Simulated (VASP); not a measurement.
Wanted: the native input for a VASP 6.6.1 run.

```yaml
Task: single point
Functional: PBEsol
Potentials_or_basis: VASP PAW PBE potentials, release 64 (Cu, O)
Cutoff: 520 eV
k_mesh: 7 × 7 × 2
Occupations: fermi-dirac, width 0.02 eV
Spin: collinear spin
Starting_moments: "[1.0, 1.0, 1.0, 1.0, 0.0, 0.0, 0.0, 0.0] μB"
Hubbard_terms: Cu d U = 6.6 eV
Dipole_correction: no
Further_INCAR_settings: ALGO = Normal; EDIFF = 1e-06; NBANDS = 48
```

The structure of CuO lies in POSCAR:

```
CuO
1.0
    2.3395500000     -1.7402500000      0.0000000000
    2.3395500000      1.7402500000      0.0000000000
   -1.5304000000      0.0000000000     10.1215600000
Cu O
4 4
Direct
    0.0000000000      0.5000000000      0.0000000000
    0.0000000000      0.5000000000      0.5000000000
    0.5000000000      0.0000000000      0.2500000000
    0.5000000000      0.0000000000      0.7500000000
    0.5477000000      0.4523000000      0.1250000000
    0.5477000000      0.4523000000      0.6250000000
    0.4523000000      0.5477000000      0.3750000000
    0.4523000000      0.5477000000      0.8750000000
```

One way to write it, as run:

INCAR

```
SYSTEM = CuO
PREC = Accurate
ENCUT = 520
EDIFF = 1E-6
ISMEAR = -1
SIGMA = 0.02
LREAL = .False.
LASPH = .True.
NELM = 150
ALGO = Normal
ISIF = 2
LWAVE = .False.
LCHARG = .False.
ISPIN = 2
MAGMOM = 1 1 1 1 0 0 0 0
LORBIT = 11
LMAXMIX = 4
LDAU = .True.
LDAUTYPE = 2
LDAUL = 2 -1
LDAUU = 6.6 0
LDAUJ = 0 0
LDAUPRINT = 1
GGA = PS
NBANDS = 48
```

KPOINTS

```
Automatic mesh
0
Gamma
  7 7 2
  0 0 0
```

Potentials or basis: VASP PAW PBE potentials, release 64 (Cu, O).

Launch:

```sh
$ cat potpaw_PBE.64/Cu/POTCAR potpaw_PBE.64/O/POTCAR > POTCAR
$ mpirun -np 1 vasp_std > vasp.out
```

Results of the run:

```yaml
Pressure: -4.2 GPa
Largest_force: 0.304 eV/Å
Band_gap_on_the_k_mesh: 0.64 eV
Net_moment: 4.00 μB per cell
Site_moments: Cu +0.69; O +0.27 μB
Valence_electrons_inside_the_program's_atomic_spheres: Cu 9.97; O 4.98
```

Caveat: the stress differs along the axes, from -8 to -2 GPa; semilocal functionals underestimate gaps, and a narrow one can read as zero; the PAW data sets were made with another functional, which shifts forces and pressure a little.

Wall time 8.2 min on 1 thread of Oxide Virtual Turin-like Processor (shared host), peak memory 0.3 GiB.
